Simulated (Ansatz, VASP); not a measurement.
Ti2In: VASP beside Ansatz

File INCAR:

```
SYSTEM = Ti2In
PREC = Accurate ; ENCUT = 600
EDIFF = 1E-6 ; ISMEAR = 0
SIGMA = 0.1 ; LREAL = .FALSE.
LASPH = .TRUE. ; NELM = 100
ALGO = Fast ; ISIF = 3
LWAVE = .FALSE. ; LCHARG = .FALSE.
GGA = PE ; IBRION = 2
NSW = 100 ; EDIFFG = -0.01
```

File KPOINTS:

```
Automatic mesh
0
G
  12 12 16
  0 0 0
```

Contents of POSCAR:

```
Ti2In
1.0
    5.0189953410      0.0000000000      0.0000000000
   -2.5094976705      4.3465774667      0.0000000000
    0.0000000000      0.0000000000      2.7664581460
Ti In
2 1
Direct
    0.3333333333      0.6666666667      0.5000000000
    0.6666666667      0.3333333333      0.5000000000
    0.0000000000      0.0000000000      0.5000000000
```

Input for Ansatz:

```yaml
crystal:
  lattice:
    - [5.018995341, 0.0, 0.0]
    - [-2.5094976705, 4.3465774667, 0.0]
    - [0.0, 0.0, 2.766458146]
  atoms:
    - { symbol: Ti, position: [0.3333333333, 0.6666666667, 0.5] }
    - { symbol: Ti, position: [0.6666666667, 0.3333333333, 0.5] }
    - { symbol: In, position: [0.0, 0.0, 0.5] }
basis:
  ecutwfc: 420
kpoints:
  mp_grid: { grid: [12, 12, 16] }
hamiltonian:
  xc: pbe
scf:
  occupations: { method: gaussian, width: 0.1 }
output:
  forces: true
  stress: true
  eigenvalues: true
  write_density: true
  write_potential: true
  elf: true
  volumetric_format: npy
relax:
  adjacent_minimum: "off"
  f_tol: 0.01
  max_steps: 80
  cell: { stress_tol: 0.05 }
```

Alike in both runs: task relaxation of cell and atoms; functional PBE; k mesh 12 × 12 × 16; occupations gaussian, width 0.1 eV; no spin polarisation.

|  | VASP | Ansatz |
| --- | --- | --- |
| version | VASP 6.6.1 | Ansatz 0.2.0 |
| potentials or method | VASP PAW PBE potentials, release 64 (Ti_sv, In_d), cutoff 600 eV | scalar-relativistic, plane waves, PAW |
| valence electrons in the cell | 37 | 37 |

```csv
,VASP,Ansatz,Ansatz less VASP
"gap on the k mesh at the Fermi level, each at its own relaxed structure (eV)",none,none,-
relaxed volume (Å³/atom),20.12,20.12,+0.002
relaxed cell length with the largest relative difference (Å),2.761,2.761,+0.0002
```

A gap of «none» marks a metal or a gap that the smearing closes.
